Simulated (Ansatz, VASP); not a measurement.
Two plane-wave programs on TaAl3O

INCAR

```
PREC = Accurate ; ENCUT = 520
EDIFF = 1E-6 ; ISMEAR = 0
SIGMA = 0.1 ; LREAL = F
LASPH = T ; NELM = 60
ALGO = Normal ; ISIF = 2
LWAVE = F ; LCHARG = F
GGA = PE ; NBANDS = 21
```

File KPOINTS:

```
regular mesh
0
Gamma
  4 4 6
```

File POSCAR:

```
TaAl3O
1.0
    4.4691631300      0.0000000000      0.0000000000
    0.0000000000      4.4691631300      0.0000000000
    0.0000000000      0.0000000000      3.5035309300
Ta Al O
1 3 1
Direct
    0.5000000000      0.5000000000      0.2640334000
    0.0000000000      0.0000000000      0.2124865900
    0.5000000000      0.0000000000      0.5639795900
    0.0000000000      0.5000000000      0.5639795900
    0.0000000000      0.0000000000      0.6012163100
```

Input for Ansatz:

```yaml
crystal:
  lattice:
    - [4.46916313, 0.0, 0.0]
    - [0.0, 4.46916313, 0.0]
    - [0.0, 0.0, 3.50353093]
  atoms:
    - { symbol: Ta, position: [0.5, 0.5, 0.2640334] }
    - { symbol: Al, position: [0.0, 0.0, 0.21248659] }
    - { symbol: Al, position: [0.5, 0.0, 0.56397959] }
    - { symbol: Al, position: [0.0, 0.5, 0.56397959] }
    - { symbol: O, position: [0.0, 0.0, 0.60121631] }
basis:
  ecutwfc: 420
kpoints:
  mp_grid: { grid: [4, 4, 6] }
hamiltonian:
  xc: pbe
scf:
  occupations: { method: gaussian, width: 0.1 }
  lower_state_search: "off"
output:
  forces: true
  stress: true
  eigenvalues: true
```

Alike in both runs: task single point; functional PBE; k mesh 4 × 4 × 6; occupations gaussian, width 0.1 eV; no spin polarisation.

|  | VASP | Ansatz |
| --- | --- | --- |
| version | VASP 6.6.1 | Ansatz 0.2.0 |
| potentials or method | VASP PAW PBE potentials, release 64 (Ta_pv, Al, O), cutoff 520 eV | scalar-relativistic, plane waves, PAW |
| valence electrons in the cell | 26 | 28 |

VASP gave:

```
gap on the k mesh at the Fermi level (eV) : none
rms of the force components (eV/Å)        : 9.564
```

Question: Estimate Ansatz's values.

Answer: gap on the k mesh at the Fermi level (eV): none; rms of the force components (eV/Å): 9.689.

Atom by atom the forces differ by 0.129 eV/Å (rms over components). A gap of «none» marks a metal or a gap that the smearing closes. The functional is the same, so the differences come from potentials, cutoffs and numerics. VASP's potentials hold 26 valence electrons a cell and Ansatz's 28, so a difference there can come from the potentials and not from the codes.

Neither program's run includes spin-orbit coupling.
